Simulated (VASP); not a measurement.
# SiO2 (P6_322) in VASP: single point with r2SCAN

Aim: the single point of SiO2 with r2SCAN.

Program: VASP 6.6.1. These are calculated values, not measurements. Logs are shortened: lines on timing, memory, paths and dates and some standing lists are left out, and cuts for length are marked.

## 1. The cell of the first run

The typed cell holds 12 atoms: a = 5.271 Å, b = 5.271 Å, c = 8.599 Å, α = 90.00°, β = 90.00°, γ = 120.00°.

## 2. Single point, r2SCAN (volume scaled by 1.10, then relaxed in part)

Contents of POSCAR:

```
SiO2
1.0
    5.2714902999      0.0000000000      0.0000000000
   -2.6357451499      4.5652445156      0.0000000000
    0.0000000000      0.0000000000      8.5988746064
Si O
4 8
Direct
    0.6666666667      0.3333333333      0.9376087735
    0.6666666667      0.3333333333      0.5623912265
    0.3333333333      0.6666666667      0.0623912265
    0.3333333333      0.6666666667      0.4376087735
    0.0000000000      0.5006558830      0.0000000000
    0.5006558830      0.5006558830      0.5000000000
    0.4993441170      0.0000000000      0.5000000000
    0.4993441170      0.4993441170      0.0000000000
    0.0000000000      0.4993441170      0.5000000000
    0.6666666667      0.3333333333      0.7500000000
    0.3333333333      0.6666666667      0.2500000000
    0.5006558830      0.0000000000      0.0000000000
```

Contents of INCAR.step1:

```
SYSTEM = SiO2
ALGO = Normal
EDIFF = 1E-4
ENCUT = 520
GGA = PE
ISMEAR = 0
LASPH = .True.
LCHARG = .False.
LREAL = .False.
LWAVE = .True.
NBANDS = 44
NELM = 60
PREC = Accurate
SIGMA = 0.02
```

Contents of INCAR.step2:

```
SYSTEM = SiO2
ALGO = Normal
EDIFF = 1E-6
ENCUT = 520
ISIF = 2
ISMEAR = 0
ISTART = 1
LASPH = .True.
LCHARG = .False.
LMIXTAU = .True.
LREAL = .False.
LWAVE = .False.
METAGGA = R2SCAN
NBANDS = 44
NELM = 60
PREC = Accurate
SIGMA = 0.02
```

Contents of KPOINTS:

```
k-points
0
Gamma
  6 6 4
  0 0 0
```

Potentials or basis: VASP PAW PBE potentials, release 64 (Si, O).

Started as:

```bash
$ cat potpaw_PBE.64/Si/POTCAR potpaw_PBE.64/O/POTCAR > POTCAR
$ cp INCAR.step1 INCAR
$ mpirun -np 1 vasp_std > vasp.out
$ cp INCAR.step2 INCAR
$ mpirun -np 1 vasp_std > vasp.out
```

OUTCAR:

```text
SYSTEM = SiO2
   EDIFF = 1E-6
   ENCUT = 520
   ISIF = 2
   ISMEAR = 0
   ISTART = 1
   LASPH = .True.
   LREAL = .False.
   METAGGA = R2SCAN
   NELM = 60
   PREC = Accurate

 ion  position               nearest neighbor table
   1  0.667  0.333  0.938-  10 1.61   5 1.61  12 1.61   8 1.61
   2  0.667  0.333  0.562-  10 1.61   9 1.61   7 1.61   6 1.61
   3  0.333  0.667  0.062-  11 1.61   5 1.61  12 1.61   8 1.61
   4  0.333  0.667  0.438-  11 1.61   9 1.61   7 1.61   6 1.61
   5  0.000  0.501  0.000-   3 1.61   1 1.61
   6  0.501  0.501  0.500-   4 1.61   2 1.61
   7  0.499  0.000  0.500-   4 1.61   2 1.61
   8  0.499  0.499  0.000-   1 1.61   3 1.61
   9  0.000  0.499  0.500-   2 1.61   4 1.61
  10  0.667  0.333  0.750-   1 1.61   2 1.61
  11  0.333  0.667  0.250-   3 1.61   4 1.61
  12  0.501  0.000  0.000-   1 1.61   3 1.61

  LATTYP: Found a hexagonal cell.
 ALAT       =     5.2714902999
 C/A-ratio  =     1.6312037237

  Lattice vectors:

 A1 = (   5.2714902999,   0.0000000000,   0.0000000000)
 A2 = (  -2.6357451499,   4.5652445156,   0.0000000000)
 A3 = (   0.0000000000,   0.0000000000,   8.5988746064)

Analysis of symmetry for initial positions (statically):
=====================================================================
 Subroutine PRICEL returns:
 Original cell was already a primitive cell.

 Routine SETGRP: Setting up the symmetry group for a
 hexagonal supercell.

 Subroutine GETGRP returns: Found 12 space group operations
 (whereof  6 operations were pure point group operations)
 out of a pool of 24 trial point group operations.

The static configuration has the point symmetry D_3 .
 The point group associated with its full space group is D_6 .

Analysis of symmetry for dynamics (positions and initial velocities):
=====================================================================
 Subroutine PRICEL returns:
 Original cell was already a primitive cell.

 Routine SETGRP: Setting up the symmetry group for a
 hexagonal supercell.

 Subroutine GETGRP returns: Found 12 space group operations
 (whereof  6 operations were pure point group operations)
 out of a pool of 24 trial point group operations.

The dynamic configuration has the point symmetry D_3 .
 The point group associated with its full space group is D_6 .

[... 121 lines left out ...]
   ISYM   =      2    0-nonsym 1-usesym 2-fastsym
   POTIM  = 0.5000    time-step for ionic-motion
   TEBEG  =    0.0;   TEEND  =   0.0 temperature during run
   PSTRESS=    0.0 pullay stress
   NELECT =      64.0000    total number of electrons
   NUPDOWN=      -1.0000    fix difference up-down
   EMIN   =  10.00;   EMAX   =-10.00  energy-range for DOS
   EFERMI =   0.00;   METHOD = LEGACY
   ISMEAR =     0;   SIGMA  =   0.02  broadening in eV -4-tet -1-fermi 0-gaus
   EFERMI_NEDOS =   21; number of points for ismear=-14 and -15
   IALGO  =     38    algorithm
   IMIX   =      4    mixing-type and parameters
     AMIX     =   0.40;   BMIX     =  1.00
     AMIX_MAG =   1.60;   BMIX_MAG =  1.00
  volume/ion in A,a.u.               =      17.24       116.37
  Fermi-wavevector in a.u.,A,eV,Ry     =   1.107104  2.092123 16.676382  1.225680
  Thomas-Fermi vector in A             =   2.243614
   LORBIT       =      0    0 simple, 1 ext, 2 COOP (PROOUT), +10 PAW based schemes
   METAGGA = R2SCAN    functional components
   LHFCALC =     F    Hartree Fock is set to
   AEXX    =    0.0000 exact exchange contribution
   IVDW    =     0    specifies the selected vdW correction
   LEPSILON=     F    determine dielectric tensor
   LRPA    =     F    only Hartree local field effects (RPA)
 non-spin polarized calculation
 Gauss-broadening in eV      SIGMA  =   0.02
  energy-cutoff  :      520.00
  volume of cell :      206.94
 maximum number of plane-waves:      5599
 NGX is ok and might be reduce to    40
   NGX = 19   NGY = 19   NGZ = 31

 number of electron      63.9999945 magnetization

 Free energy of the ion-electron system (eV)
  ---------------------------------------------------
  ext. energy  EPLUGINS =         0.00000000
  ---------------------------------------------------
  free energy    TOTEN  =      -118.98208445 eV

  energy without entropy =     -118.98208445  energy(sigma->0) =     -118.98208445

 E-fermi :  -1.2908     XC(G=0):  -7.7492

 val. band max:       -1.3935785538   @ k =   0.0000   0.0000   0.0000
 cond. band min:       4.6002473645   @ k =   0.0000   0.0000   0.0000
 fundamental gap:      5.9938259183
 Fermi energy:        -1.2908332062

 k-point     1 :       0.0000    0.0000    0.0000
  band No.  band energies     occupation
      1     -21.7340      2.00000
      2     -21.3317      2.00000
      3     -20.4019      2.00000
      4     -19.7922      2.00000
      5     -19.7922      2.00000
      6     -19.7799      2.00000
[... 976 lines left out ...]
     43      10.7784      0.00000
     44      10.7784      0.00000

------------------------ aborting loop because EDIFF is reached ----------------------------------------

  FORCE on cell =-STRESS in cart. coord.  units (eV):
  Direction    XX          YY          ZZ          XY          YZ          ZX
  --------------------------------------------------------------------------------------
  -------------------------------------------------------------------------------------
  Total       -3.9835104     -3.9835104     -3.9296907     -0.0000000      0.0000000      0.0000000
  in kB      -30.8416400    -30.8416400    -30.4249506     -0.0000000      0.0000000      0.0000000
  external PRESSURE =     -30.7027436 kB  Pullay stress =       0.0000000 kB

 VOLUME and BASIS-vectors are now :
 -----------------------------------------------------------------------------
  energy-cutoff  :      520.00
  volume of cell :      206.94
      direct lattice vectors                 reciprocal lattice vectors
     5.271490300  0.000000000  0.000000000     0.189699676  0.109523159  0.000000000
    -2.635745150  4.565244516  0.000000000     0.000000000  0.219046318  0.000000000
     0.000000000  0.000000000  8.598874606     0.000000000  0.000000000  0.116294288

 POSITION                                       TOTAL-FORCE (eV/Angst)
 -----------------------------------------------------------------------------------
      2.63575      1.52175      8.06238        -0.000000     -0.000000     -0.000614
      2.63575      1.52175      4.83593        -0.000000     -0.000000      0.000614
     -0.00000      3.04350      0.53649        -0.000000     -0.000000      0.000614
     -0.00000      3.04350      3.76294        -0.000000     -0.000000     -0.000614
     -1.31960      2.28562      0.00000         0.000061     -0.000106     -0.000000
      1.31960      2.28562      4.29944        -0.000061     -0.000106     -0.000000
      2.63229      0.00000      4.29944         0.000122     -0.000000     -0.000000
      1.31614      2.27963      0.00000         0.000061      0.000106     -0.000000
     -1.31614      2.27963      4.29944        -0.000061      0.000106     -0.000000
      2.63575      1.52175      6.44916        -0.000000     -0.000000     -0.000000
     -0.00000      3.04350      2.14972        -0.000000     -0.000000     -0.000000
      2.63920      0.00000      0.00000        -0.000122     -0.000000     -0.000000
 -----------------------------------------------------------------------------------
    total drift:                                0.000000     -0.000000     -0.000000

  FREE ENERGIE OF THE ION-ELECTRON SYSTEM (eV)
  ---------------------------------------------------
  free  energy   TOTEN  =      -118.9820844464 eV

  energy  without entropy=     -118.9820844464  energy(sigma->0) =     -118.98208445
```

OUTCAR.step1:

```text
SYSTEM = SiO2
   EDIFF = 1E-4
   ENCUT = 520
   GGA = PE
   ISMEAR = 0
   LASPH = .True.
   LREAL = .False.
   NELM = 60
[... 1243 lines left out ...]
      2.63575      1.52175      6.44916        -0.000000     -0.000000      0.000000
     -0.00000      3.04350      2.14972        -0.000000     -0.000000      0.000000
      2.63920      0.00000      0.00000         0.001785     -0.000000      0.000000
 -----------------------------------------------------------------------------------
    total drift:                                0.000000     -0.000000     -0.000000

  FREE ENERGIE OF THE ION-ELECTRON SYSTEM (eV)
  ---------------------------------------------------
  free  energy   TOTEN  =       -94.8446797285 eV

  energy  without entropy=      -94.8446797285  energy(sigma->0) =      -94.84467973
```

Wall time 6.9 min (1 thread of Intel Xeon Platinum 8375C at 2.90GHz (Ice Lake), shared host); peak memory 0.41 GiB.

Results:

```yaml
Free_energy: -118.9821 eV
Pressure: -3.1 GPa
Band_gap_on_the_k_mesh: 5.99 eV, direct
```

Caveat: the PAW data sets were made with another functional, which shifts forces and pressure a little. A k mesh can miss the band edges.
